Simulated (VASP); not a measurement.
**Yb: single point with PBE**

Yb:

```
Yb
1.0
    -0.28730    2.61179    2.32449
     2.32449    0.00000    2.03720
     2.61179    2.61179   -0.28730
Yb
1
Direct
  0.00000 0.00000 0.00000
```

This cell differs from its parent crystal: engineering shear strain xz -0.2200, normal strain along z -0.1100.

```
Program             : VASP 6.6.1
Task                : single point
Functional          : PBE
Potentials or basis : VASP PAW PBE potentials, release 64 (Yb)
Cutoff              : 520 eV
k mesh              : 14 × 14 × 14
Occupations         : gaussian, width 0.15 eV
Spin                : no spin polarisation
```

| Quantity | Value |
| --- | --- |
| Pressure | 5.6 GPa |
| Band gap on the k mesh | zero (bands 12 and 13 overlap by 1.07 eV) |

Stress tensor (GPa, compression positive):
```
7.50 0.00 8.16
0.00 3.25 0.00
8.16 0.00 5.97
```

Levels at points of the mesh, in eV from the Fermi level:
```csv
k point,band 8,band 9,band 10,band 11,band 12,band 13,band 14,band 15,band 16,band 17
"(0.00, 0.00, 0.00)",-0.42,-0.37,-0.32,-0.31,-0.29,1.85,2.07,5.19,5.22,6.41
"(0.50, 0.00, 0.00)",-0.43,-0.39,-0.33,-0.32,-0.31,0.27,1.65,5.05,6.02,7.79
"(0.00, 0.50, 0.00)",-0.47,-0.38,-0.33,-0.31,-0.29,1.66,1.80,3.52,6.04,7.48
"(0.50, 0.50, 0.00)",-0.45,-0.37,-0.34,-0.34,-0.33,-0.31,3.80,6.04,7.63,7.80
"(0.50, 0.00, 0.50)",-0.41,-0.39,-0.37,-0.33,-0.32,-0.05,1.91,6.60,7.31,7.51
"(0.00, 0.50, 0.50)",-0.41,-0.35,-0.34,-0.34,-0.34,0.22,2.19,6.46,6.79,7.11
```

It took 16 min on 1 thread of Intel Xeon 8259CL (shared host), peak memory 0.56 GiB.

Caveat: the cell differs from its parent crystal (engineering shear strain xz -0.2200, normal strain along z -0.1100); the cell stands under pressure; spin-orbit coupling is left out, which moves the levels of the heavy elements. Spin polarisation is off, so any magnetic state and its effect on volume and gap are missing.
